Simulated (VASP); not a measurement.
Wanted: the native input for a VASP 6.6.1 run.

| Property | Result |
| --- | --- |
| Task | single point |
| Functional | LDA |
| Potentials or basis | VASP PAW LDA potentials, release 64 (Ru_pv, C) |
| Cutoff | 520 eV |
| k mesh | 12 × 12 × 1 |
| Occupations | gaussian, width 0.1 eV |
| Spin | collinear spin |
| Starting moments | [0.0, 0.0, 0.0, 0.0, 0.0, 2.0] μB |
| Dipole correction | yes |
| Further INCAR settings | ALGO = Normal; EDIFF = 1e-07; NBANDS = 50 |

The structure of Ru5C lies in POSCAR:

```
Ru5C
1.0
    2.6740588505      0.0000000000      0.0000000000
   -1.3370294253      2.3158028958      0.0000000000
    0.0000000000      0.0000000000     25.3999246690
Ru C
5 1
Direct
    0.6666666667      0.3333333333      0.1574807820
    0.3333333333      0.6666666667      0.2406849853
    0.6666666667      0.3333333333      0.3240221034
    0.3333333333      0.6666666667      0.4078536871
    0.6666666667      0.3333333333      0.4881874585
    0.6666666667      0.3333333333      0.5814948218
```

One way to write it, as run:

INCAR

```
ALGO     = Normal         # electronic algorithm
DIPOL    = 0.5 0.5 0.367
EDIFF    = 1E-7           # SCF threshold, eV
ENCUT    = 520            # plane-wave cutoff, eV
IDIPOL   = 3            
ISIF     = 2              # what is computed and relaxed
ISMEAR   = 0              # smearing method
ISPIN    = 2              # spin polarisation
LASPH    = True           # aspherical terms in the spheres
LCHARG   = False          # write CHGCAR
LDIPOL   = True         
LMAXMIX  = 4              # l up to which the mixer works
LORBIT   = 11             # projections on sites
LREAL    = False          # projectors in reciprocal space
LWAVE    = False          # write WAVECAR
MAGMOM   = 0 0 0 0 0 2    # initial moments
NBANDS   = 50             # bands
NELM     = 150            # most SCF steps
PREC     = Accurate       # precision mode
SIGMA    = 0.1            # smearing width, eV
```

KPOINTS

```
k-points
0
Gamma
  12 12 1
```

Potentials or basis: VASP PAW LDA potentials, release 64 (Ru_pv, C).

Run with:

```bash
$ cat potpaw_LDA.64/Ru_pv/POTCAR potpaw_LDA.64/C/POTCAR > POTCAR
$ mpirun -np 1 vasp_std > vasp.out
```

Results of the run:

| Property | Result |
| --- | --- |
| Largest force | 2.532 eV/Å |
| Band gap on the k mesh | zero (filled and empty bands overlap) |
| Net moment | 0.00 μB per cell |
| Valence electrons inside the program's atomic spheres | Ru 12.59, 12.73, 12.74, 12.78, 12.65; C 1.95 |

Wall time 9 min on 1 thread of AMD EPYC 9R45 96-Core Processor (Zen 5) (shared host), peak memory 0.33 GiB.
